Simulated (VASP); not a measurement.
Set up this calculation in VASP 6.6.1, as the native input.

| Item | Value |
| --- | --- |
| Task | single point |
| Functional | PBE |
| Potentials or basis | VASP PAW PBE potentials, release 64 (Ga_d) |
| Cutoff | 520 eV |
| k mesh | 18 × 18 × 6 |
| Occupations | gaussian, width 0.1 eV |
| Spin | no spin polarisation |
| Dipole correction | no |
| Further INCAR settings | ALGO = Fast; EDIFF = 1e-06; NBANDS = 34 |

The structure of Ga lies in POSCAR:

```
Ga
1.0
    2.9694545298      0.0000000000      0.0000000000
   -1.4847272649      2.5716230582      0.0000000000
    0.0000000000      0.0000000000      9.9411211728
Ga
4
Direct
    0.0000000000      0.0000000000      0.0000000000
    0.0000000000      0.0000000000      0.5000000000
    0.3333333333      0.6666666667      0.7500000000
    0.6666666667      0.3333333333      0.2500000000
```

This isn't the form of Ga at room conditions, which is orthorhombic.

One way to write it, as run:

INCAR

```
PREC = Accurate ; ENCUT = 520
EDIFF = 1E-6 ; ISMEAR = 0
SIGMA = 0.1 ; LREAL = False
LASPH = True ; NELM = 80
ALGO = Fast ; ISIF = 2
LWAVE = False ; LCHARG = False
GGA = PE ; NBANDS = 34
```

KPOINTS

```
regular mesh
0
Gamma
  18 18 6
```

Potentials or basis: VASP PAW PBE potentials, release 64 (Ga_d).

Launch:

```sh
$ cat potpaw_PBE.64/Ga_d/POTCAR > POTCAR
$ mpirun -np 1 vasp_std > vasp.out
```

Results of the run:

```
Pressure               : 0.1 GPa
Band gap on the k mesh : zero (bands 26 and 27 overlap by 5.34 eV)
```

Run time: 3.7 min on 1 thread of AMD EPYC 9R45 96-Core Processor (Zen 5), on a shared host, peak memory 0.37 GiB.
